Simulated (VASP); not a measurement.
Crystal: V.

```
CELL_PARAMETERS angstrom
-1.51300 1.51300 1.51300
1.51300 -1.51300 1.51300
1.51300 1.51300 -1.51300
ATOMIC_POSITIONS crystal
V 0.00000 0.00000 0.00000
```

Base run:

```yaml
Program: VASP 6.6.1
Functional: r2SCAN
Potentials_or_basis: VASP PAW PBE potentials, release 64 (V_sv)
Cutoff: 520 eV
k_mesh: 12 × 12 × 12
Occupations: fermi-dirac, width 0.1 eV
Spin: collinear spin, ferromagnetic start
Starting_moments: "[1.44] μB"
Fixed_moment: 1.44 μB
```

Its results: pressure 6.1 GPa; site moments V +1.23 μB.

Task: After a change of settings the same cell gave: pressure -4.2 GPa; site moments V +0.61 μB. Which change was it?
A. fixed moment from 1.44 μB to 0.72 μB; moments at the start from [1.44] to [0.72]
B. fixed moment from 1.44 μB to 0.54 μB; moments at the start from [1.44] to [0.54]
C. fixed moment from 1.44 μB to 1.26 μB; moments at the start from [1.44] to [1.26]

Result: A.

Caveats: the PAW data sets were made with another functional, which shifts forces and pressure a little; the total moment is fixed, so each spin has its own Fermi level.
